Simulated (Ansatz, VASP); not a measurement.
# GaSb in VASP and in Ansatz

```xyz
2
Lattice="0.0000 3.1072 3.1072 3.1072 0.0000 3.1072 3.1072 3.1072 0.0000" Properties=species:S:1:pos:R:3 pbc="T T T"
Ga    0.0000    0.0000    0.0000
Sb    1.5536    1.5536    1.5536
```

Alike in both runs: functional PBE; k mesh 12 × 12 × 12; occupations fermi-dirac, width 0.05 eV; no spin polarisation.

Ansatz relaxed the structure, and its values are those at the end. VASP's run is a single point on that final structure, the one shown.

|  | VASP | Ansatz |
| --- | --- | --- |
| version | VASP 6.6.1 | Ansatz 0.2.0 |
| potentials or method | VASP PAW PBE potentials, release 64 (Ga_d, Sb) | PAW with Ansatz's default frozen-core files, scalar-relativistic |
| plane-wave cutoff (eV) | 520 | 420 |
| valence electrons in the cell | 18 | 28 |

VASP gave:

* pressure (GPa): 0.1

Estimate Ansatz's values.

pressure (GPa): 0.0.

VASP's potentials hold 18 valence electrons a cell and Ansatz's 28, so a difference there can come from the potentials and not from the codes.

Neither program's run includes spin-orbit coupling.
